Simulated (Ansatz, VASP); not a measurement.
Ti in VASP and in Ansatz

File INCAR:

```
PREC = Accurate
ENCUT = 520
EDIFF = 1E-6
ISMEAR = 0
SIGMA = 0.15
LREAL = F
LASPH = T
NELM = 100
ALGO = Fast
ISIF = 2
LWAVE = F
LCHARG = T
GGA = PS
LELF = T
LVHAR = T
NBANDS = 12
```

The input KPOINTS:

```
regular mesh
0
Gamma
  22 22 22
```

The input POSCAR:

```
Ti
1.0
   -1.4993235107      1.4993235107      1.7410144606
    1.4993235107     -1.4993235107      1.7410144606
    1.4993235107      1.4993235107     -1.7410144606
Ti
1
Direct
    0.0000000000      0.0000000000      0.0000000000
```

Input for Ansatz:

```yaml
crystal:
  lattice:
    - [-1.4993235107, 1.4993235107, 1.7410144606]
    - [1.4993235107, -1.4993235107, 1.7410144606]
    - [1.4993235107, 1.4993235107, -1.7410144606]
  atoms:
    - { symbol: Ti, position: [0.0, 0.0, 0.0] }
basis:
  ecutwfc: 520.0
kpoints:
  mp_grid: { grid: [22, 22, 22] }
hamiltonian:
  xc: pbesol
  pseudopotentials: { kind: paw, azcp: { folder: soft_1 } }
scf:
  occupations: { method: gaussian, width: 0.15 }
output:
  forces: true
  stress: true
  eigenvalues: true
```

Alike in both runs: task single point; functional PBEsol; k mesh 22 × 22 × 22; occupations gaussian, width 0.15 eV; no spin polarisation.

```csv
,VASP,Ansatz
version,VASP 6.6.1,Ansatz 0.2.0
potentials or method,"VASP PAW PBE potentials, release 64 (Ti_sv), cutoff 520 eV","scalar-relativistic, plane waves, PAW"
valence electrons in the cell,12,12
```

|  | VASP | Ansatz | Ansatz less VASP |
| --- | --- | --- | --- |
| gap on the k mesh at the Fermi level (eV) | none | none | - |
| pressure (GPa) | 6.9 | 7.5 | +0.57 |
| traceless stress, the component that is largest in VASP (GPa) | 1.50 | 1.48 | -0.017 |

VASP's potentials were made for PBE, not for PBEsol, and Ansatz warns of the same on its side. A gap of «none» marks a metal or a gap that the smearing closes. The functional is the same, so the differences come from potentials, cutoffs and numerics.
